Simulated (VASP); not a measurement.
Ge: electric field gradients with PBE

The system is Ge.

```xyz
2
Lattice="3.0054 0.0000 0.0000 -1.5027 2.6028 0.0000 0.0000 0.0000 5.1035" Properties=species:S:1:pos:R:3 pbc="T T T"
Ge    0.0000    1.7352    1.2759
Ge    1.5027    0.8676    3.8276
```

This isn't the form of Ge at room conditions, which is diamond.

```
Program                : VASP 6.6.1
Task                   : electric field gradients
Functional             : PBE
Potentials or basis    : VASP PAW PBE potentials, release 64 (Ge_d)
Cutoff                 : 520 eV
k mesh                 : 15 × 15 × 8
Occupations            : fermi-dirac, width 0.05 eV
Spin                   : no spin polarisation
Dipole correction      : no
Further INCAR settings : ALGO = Normal; EDIFF = 1e-08; NBANDS = 21
```

```
Pressure                                : -1.8 GPa
Band gap on the k mesh                  : zero (bands 14 and 15 overlap by 9.70 eV)
Largest electric field gradient by atom : Ge -3.8 V/Å²
```

Levels at points of the mesh, in eV from the Fermi level:
| k point | band 10 | band 11 | band 12 | band 13 | band 14 | band 15 | band 16 | band 17 | band 18 | band 19 |
| --- | --- | --- | --- | --- | --- | --- | --- | --- | --- | --- |
| (0.00, 0.00, 0.00) | -24.64 | -12.71 | -8.22 | -5.29 | 6.94 | 6.94 | 7.84 | 8.58 | 8.58 | 11.74 |
| (0.00, 0.00, 0.50) | -24.66 | -11.32 | -11.32 | 0.56 | 0.56 | 7.79 | 7.79 | 7.79 | 7.79 | 12.82 |

Electric field gradients, principal values (V/Å²):
| atom | least | middle | greatest (by size) |
| --- | --- | --- | --- |
| 1 Ge | 1.907 | 1.911 | -3.819 |
| 2 Ge | 1.907 | 1.911 | -3.819 |

Wall time 110 s on 1 thread of Intel Xeon 8259CL, with other jobs on the host, peak memory 0.22 GiB.

Caveat: without QUAD_EFG the Cq values of the log hold for a quadrupole moment of 1 mb, not for the nuclei.
